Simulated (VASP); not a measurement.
Write the native input for VASP 6.6.1 that does the following.

```yaml
Task: single point
Functional: PBE
Dispersion: D3(BJ)
Potentials_or_basis: VASP PAW PBE potentials, release 64 (B, P)
Cutoff: 500 eV
k_mesh: 10 × 10 × 10
Occupations: gaussian, width 0.02 eV
Spin: no spin polarisation
Dipole_correction: no
Further_INCAR_settings: ALGO = Normal; EDIFF = 1e-06; NBANDS = 11
```

The structure of BP (d3) lies in POSCAR:

```
BP
1.0
    0.0000000000      2.2537365567      2.2537365567
    2.2537365567      0.0000000000      2.2537365567
    2.2537365567      2.2537365567      0.0000000000
B P
1 1
Direct
    0.0000000000      0.0000000000      0.0000000000
    0.2500000000      0.2500000000      0.2500000000
```

One way to write it, as run:

INCAR

```
ALGO     = Normal         # electronic algorithm
EDIFF    = 1E-6           # SCF threshold, eV
ENCUT    = 500            # plane-wave cutoff, eV
GGA      = PE             # functional
GGA_COMPAT= False        
ISIF     = 2              # what is computed and relaxed
ISMEAR   = 0              # smearing method
IVDW     = 12             # dispersion correction
LASPH    = True           # aspherical terms in the spheres
LCHARG   = False          # write CHGCAR
LREAL    = False          # projectors in reciprocal space
LWAVE    = False          # write WAVECAR
NBANDS   = 11             # bands
NELM     = 120            # most SCF steps
PREC     = Accurate       # precision mode
SIGMA    = 0.02           # smearing width, eV
```

KPOINTS

```
k-points
0
Gamma
  10 10 10
```

Potentials or basis: VASP PAW PBE potentials, release 64 (B, P).

Run with:

```bash
$ cat potpaw_PBE.64/B/POTCAR potpaw_PBE.64/P/POTCAR > POTCAR
$ mpirun -np 1 vasp_std > vasp.out
```

It gave:

```yaml
Pressure: -0.2 GPa
Band_gap_on_the_k_mesh: 1.21 eV, indirect (least direct gap 3.43 eV)
Dispersion_energy_per_atom: -0.330 eV
```

It took 6.8 s on 1 thread of AMD EPYC 9R45 96-Core Processor (Zen 5), on a shared host, peak memory 0.12 GiB.
